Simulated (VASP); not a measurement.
# GaCo (Pm-3m) in VASP: single point with PBE

Aim: the single point of GaCo with PBE.

Program: VASP 6.6.1. These are calculated values, not measurements. Logs are shortened: lines on timing, memory, paths and dates and some standing lists are left out, and cuts for length are marked.

## 1. The cell of the first run

Symmetry: Pm-3m, No. 221, cubic system. Conventional cell: a = 2.940 Å, b = 2.940 Å, c = 2.940 Å, α = 90.00°, β = 90.00°, γ = 90.00°. Ga (site symmetry m-3m) has 8 Co at 2.55 Å and 6 Ga at 2.94 Å within 3.4 Å. Co (site symmetry m-3m) has 8 Ga at 2.55 Å and 6 Co at 2.94 Å within 3.4 Å.

## 2. Single point, PBE, collinear spin, ferromagnetic start (12.70 Å³/atom)

INCAR reads:

```
SYSTEM = GaCo
PREC = Accurate
ENCUT = 520
EDIFF = 1E-6
ISMEAR = -1
SIGMA = 0.03
LREAL = .False.
LASPH = .True.
NELM = 150
ALGO = Normal
ISIF = 2
LWAVE = .False.
LCHARG = .True.
ISPIN = 2
MAGMOM = 0 2
LORBIT = 11
LMAXMIX = 4
GGA = PE
LELF = .True.
LVHAR = .True.
NBANDS = 22
```

KPOINTS reads:

```
regular mesh
0
Gamma
  11 11 11
  0 0 0
```

POSCAR reads:

```
GaCo
1.0
    2.9396457283      0.0000000000      0.0000000000
    0.0000000000      2.9396457283      0.0000000000
    0.0000000000      0.0000000000      2.9396457283
Ga Co
1 1
Direct
    0.5000000000      0.5000000000      0.5000000000
    0.0000000000      0.0000000000      0.0000000000
```

Potentials or basis: VASP PAW PBE potentials, release 64 (Ga_d, Co).

Command:

```
cat potpaw_PBE.64/Ga_d/POTCAR potpaw_PBE.64/Co/POTCAR > POTCAR
mpirun -np 1 vasp_std > vasp.out
```

OUTCAR:

```text
SYSTEM = GaCo
   PREC = Accurate
   ENCUT = 520
   EDIFF = 1E-6
   ISMEAR = -1
   LREAL = .False.
   LASPH = .True.
   NELM = 150
   ISIF = 2
   ISPIN = 2
   LORBIT = 11
   GGA = PE

 ion  position               nearest neighbor table
   1  0.500  0.500  0.500-   2 2.55   2 2.55   2 2.55   2 2.55   2 2.55   2 2.55   2 2.55   2 2.55

   2  0.000  0.000  0.000-   1 2.55   1 2.55   1 2.55   1 2.55   1 2.55   1 2.55   1 2.55   1 2.55

  LATTYP: Found a simple cubic cell.
 ALAT       =     2.9396457283

  Lattice vectors:

 A1 = (   2.9396457283,   0.0000000000,   0.0000000000)
 A2 = (   0.0000000000,   2.9396457283,   0.0000000000)
 A3 = (   0.0000000000,   0.0000000000,   2.9396457283)

Analysis of symmetry for initial positions (statically):
=====================================================================
 Subroutine PRICEL returns:
 Original cell was already a primitive cell.

 Routine SETGRP: Setting up the symmetry group for a
 simple cubic supercell.

 Subroutine GETGRP returns: Found 48 space group operations
 (whereof 48 operations were pure point group operations)
 out of a pool of 48 trial point group operations.

The static configuration has the point symmetry O_h .

Analysis of symmetry for dynamics (positions and initial velocities):
=====================================================================
 Subroutine PRICEL returns:
 Original cell was already a primitive cell.

 Routine SETGRP: Setting up the symmetry group for a
 simple cubic supercell.

 Subroutine GETGRP returns: Found 48 space group operations
 (whereof 48 operations were pure point group operations)
 out of a pool of 48 trial point group operations.

The dynamic configuration has the point symmetry O_h .

Analysis of structural, dynamic, and magnetic symmetry:
=====================================================================
 Subroutine PRICEL returns:
 Original cell was already a primitive cell.

 Routine SETGRP: Setting up the symmetry group for a
 simple cubic supercell.

 Subroutine GETGRP returns: Found 48 space group operations
 (whereof 48 operations were pure point group operations)
 out of a pool of 48 trial point group operations.

The overall configuration has the point symmetry O_h .

 Subroutine INISYM returns: Found 48 space group operations
 (whereof 48 operations are pure point group operations),
 and found     1 'primitive' translations

----------------------------------------------------------------------------------------

                                     Primitive cell

  volume of cell :      25.4030

  direct lattice vectors                    reciprocal lattice vectors
     2.939645728  0.000000000  0.000000000     0.340177046  0.000000000  0.000000000
     0.000000000  2.939645728  0.000000000     0.000000000  0.340177046  0.000000000
     0.000000000  0.000000000  2.939645728     0.000000000  0.000000000  0.340177046

  length of vectors
     2.939645728  2.939645728  2.939645728     0.340177046  0.340177046  0.340177046

  position of ions in fractional coordinates (direct lattice)
     0.500000000  0.500000000  0.500000000
     0.000000000  0.000000000  0.000000000

  ion indices of the primitive-cell ions
   primitive index   ion index
                 1           1
                 2           2

----------------------------------------------------------------------------------------

 KPOINTS: regular mesh

Automatic generation of k-mesh.
 Grid dimensions read from file:
 generate k-points for:   11   11   11

 Generating k-lattice:

  Cartesian coordinates                     Fractional coordinates (reciprocal lattice)
     0.030925186  0.000000000  0.000000000     0.090909091  0.000000000  0.000000000
     0.000000000  0.030925186  0.000000000     0.000000000  0.090909091  0.000000000
     0.000000000  0.000000000  0.030925186     0.000000000  0.000000000  0.090909091

  Length of vectors
     0.030925186  0.030925186  0.030925186

  Shift w.r.t. Gamma in fractional coordinates (k-lattice)
     0.000000000  0.000000000  0.000000000

 Subroutine IBZKPT returns following result:
 ===========================================

 Found     56 irreducible k-points:

 Following reciprocal coordinates:
            Coordinates               Weight
  0.000000  0.000000  0.000000      1.000000
  0.090909  0.000000  0.000000      6.000000
  0.181818  0.000000  0.000000      6.000000
  0.272727  0.000000  0.000000      6.000000
  0.363636  0.000000  0.000000      6.000000
  0.454545  0.000000  0.000000      6.000000
[... 16 lines left out ...]
  0.181818  0.090909  0.090909     24.000000
  0.272727  0.090909  0.090909     24.000000
 [... further k-points ...]
   k-points           NKPTS =     56   k-points in BZ     NKDIM =     56   number of bands    NBANDS=     22
   number of dos      NEDOS =    301   number of ions     NIONS =      2
   total plane-waves  NPLWV =  13824
   dimension x,y,z NGX =    24 NGY =   24 NGZ =   24
   dimension x,y,z NGXF=    48 NGYF=   48 NGZF=   48
   ions per type =               1   1
   NGX,Y,Z   is equivalent  to a cutoff of  13.57, 13.57, 13.57 a.u.
   NGXF,Y,Z  is equivalent  to a cutoff of  27.15, 27.15, 27.15 a.u.
 SYSTEM =  GaCo
   PREC   = accura    normal or accurate (medium, high low for compatibility)
   ISTART =      0    job   : 0-new  1-cont  2-samecut
   ICHARG =      2    charge: 1-file 2-atom 10-const
   ISPIN  =      2    spin polarized calculation?
   LNONCOLLINEAR =      F non collinear calculations
   LSORBIT =      F    spin-orbit coupling
   LASPH  =      T    aspherical Exc in radial PAW
   ENCUT  =  520.0 eV  38.22 Ry    6.18 a.u.   5.47  5.47  5.47*2*pi/ulx,y,z
   NELM   =    150;   NELMIN=  2; NELMDL= -5     # of ELM steps
   EDIFF  = 0.1E-05   stopping-criterion for ELM
   LREAL  =      F    real-space projection
   EDIFFG = 0.1E-04   stopping-criterion for IOM
   NSW    =      0    number of steps for IOM
   IBRION =     -1    ionic relax: 0-MD 1-quasi-New 2-CG
   NFREE  =      0    steps in history (QN), initial steepest desc. (CG)
   ISIF   =      2    stress and relaxation
   ISYM   =      2    0-nonsym 1-usesym 2-fastsym
   POTIM  = 0.5000    time-step for ionic-motion
   TEBEG  =    0.0;   TEEND  =   0.0 temperature during run
   PSTRESS=    0.0 pullay stress
   NELECT =      22.0000    total number of electrons
   NUPDOWN=      -1.0000    fix difference up-down
   EMIN   =  10.00;   EMAX   =-10.00  energy-range for DOS
   EFERMI =   0.00;   METHOD = LEGACY
   ISMEAR =    -1;   SIGMA  =   0.03  broadening in eV -4-tet -1-fermi 0-gaus
   EFERMI_NEDOS =   21; number of points for ismear=-14 and -15
   IALGO  =     38    algorithm
   IMIX   =      4    mixing-type and parameters
     AMIX     =   0.40;   BMIX     =  1.00
     AMIX_MAG =   1.60;   BMIX_MAG =  1.00
  volume/ion in A,a.u.               =      12.70        85.71
  Fermi-wavevector in a.u.,A,eV,Ry     =   1.560465  2.948851 33.130885  2.435051
  Thomas-Fermi vector in A             =   2.663673
   LORBIT       =     11    0 simple, 1 ext, 2 COOP (PROOUT), +10 PAW based schemes
   GGA     = PE    functional components
   LHFCALC =     F    Hartree Fock is set to
   AEXX    =    0.0000 exact exchange contribution
   IVDW    =     0    specifies the selected vdW correction
   LEPSILON=     F    determine dielectric tensor
   LRPA    =     F    only Hartree local field effects (RPA)
 spin polarized calculation
  energy-cutoff  :      520.00
  volume of cell :       25.40
 maximum number of plane-waves:       711
 NGX is ok and might be reduce to    24
   NGX = 11   NGY = 11   NGZ = 11

 number of electron      21.9999989 magnetization       0.2687912

 Free energy of the ion-electron system (eV)
  ---------------------------------------------------
  ext. energy  EPLUGINS =         0.00000000
  ---------------------------------------------------
  free energy    TOTEN  =       -10.43764157 eV

  energy without entropy =      -10.43370289  energy(sigma->0) =      -10.43567223

 E-fermi :   8.8580     XC(G=0): -12.8265

 val. band max:        8.8407619873   @ k =   0.4545   0.2727   0.0909
 cond. band min:       8.8709894426   @ k =   0.4545   0.4545   0.2727
 fundamental gap:      0.0302274553
 Fermi energy:         8.8579714043

 spin component 1

 k-point     1 :       0.0000    0.0000    0.0000
  band No.  band energies     occupation
      1      -6.1108      1.00000
      2      -6.1108      1.00000
      3      -5.8215      1.00000
      4      -5.8215      1.00000
      5      -5.8215      1.00000
      6      -2.5926      1.00000
[... 14 lines left out ...]
     21      32.8625      0.00000
     22      32.8625      0.00000
[... 552 lines left out ...]
  band No.  band energies     occupation
      1      -6.0586      1.00000
      2      -5.9643      1.00000
      3      -5.8847      1.00000
      4      -5.8792      1.00000
      5      -5.8275      1.00000
      6      -0.9765      1.00000
[... 14 lines left out ...]
     21      28.9290      0.00000
     22      31.0195      0.00000

 [... further k-points ...]

 spin component 2

 k-point     1 :       0.0000    0.0000    0.0000
  band No.  band energies     occupation
      1      -6.1163      1.00000
      2      -6.1163      1.00000
      3      -5.8265      1.00000
      4      -5.8265      1.00000
      5      -5.8265      1.00000
      6      -2.6187      1.00000
[... 14 lines left out ...]
     21      32.9126      0.00000
     22      32.9126      0.00000
[... 552 lines left out ...]
  band No.  band energies     occupation
      1      -6.0643      1.00000
      2      -5.9698      1.00000
      3      -5.8899      1.00000
      4      -5.8844      1.00000
      5      -5.8325      1.00000
      6      -1.0025      1.00000
[... 14 lines left out ...]
     21      28.9247      0.00000
     22      31.0150      0.00000

 [... further k-points ...]

------------------------ aborting loop because EDIFF is reached ----------------------------------------

  FORCE on cell =-STRESS in cart. coord.  units (eV):
  Direction    XX          YY          ZZ          XY          YZ          ZX
  --------------------------------------------------------------------------------------
  -------------------------------------------------------------------------------------
  Total       -1.3644997     -1.3644997     -1.3644997      0.0000000      0.0000000      0.0000000
  in kB      -86.0595470    -86.0595470    -86.0595470      0.0000000      0.0000000      0.0000000
  external PRESSURE =     -86.0595470 kB  Pullay stress =       0.0000000 kB

 VOLUME and BASIS-vectors are now :
 -----------------------------------------------------------------------------
  energy-cutoff  :      520.00
  volume of cell :       25.40
      direct lattice vectors                 reciprocal lattice vectors
     2.939645728  0.000000000  0.000000000     0.340177046  0.000000000  0.000000000
     0.000000000  2.939645728  0.000000000     0.000000000  0.340177046  0.000000000
     0.000000000  0.000000000  2.939645728     0.000000000  0.000000000  0.340177046

 POSITION                                       TOTAL-FORCE (eV/Angst)
 -----------------------------------------------------------------------------------
      1.46982      1.46982      1.46982         0.000000      0.000000      0.000000
      0.00000      0.00000      0.00000         0.000000      0.000000      0.000000
 -----------------------------------------------------------------------------------
    total drift:                                0.000000      0.000000     -0.000000

  FREE ENERGIE OF THE ION-ELECTRON SYSTEM (eV)
  ---------------------------------------------------
  free  energy   TOTEN  =       -10.4376415724 eV

  energy  without entropy=      -10.4337028884  energy(sigma->0) =      -10.43567223

 total charge

# of ion       s       p       d       tot
------------------------------------------
    1        0.840   0.826  10.029  11.696
    2        0.370   0.404   7.467   8.241
--------------------------------------------------
tot          1.210   1.230  17.497  19.937

 magnetization (x)

# of ion       s       p       d       tot
------------------------------------------
    1       -0.003  -0.011  -0.005  -0.019
    2        0.002  -0.006   0.312   0.307
--------------------------------------------------
tot         -0.002  -0.017   0.307   0.288
```

It took 86 s on 1 thread of Intel Xeon 8259CL, shared host; peak memory 0.19 GiB.

What came out:

* Free energy: -10.4376 eV
* Pressure: -8.6 GPa
* Net moment: 0.27 μB per cell
* Site moments: Ga -0.02; Co +0.31 μB
* Valence electrons inside the program's atomic spheres: Ga 11.70; Co 8.24

Caveat: the cell stands under tension.
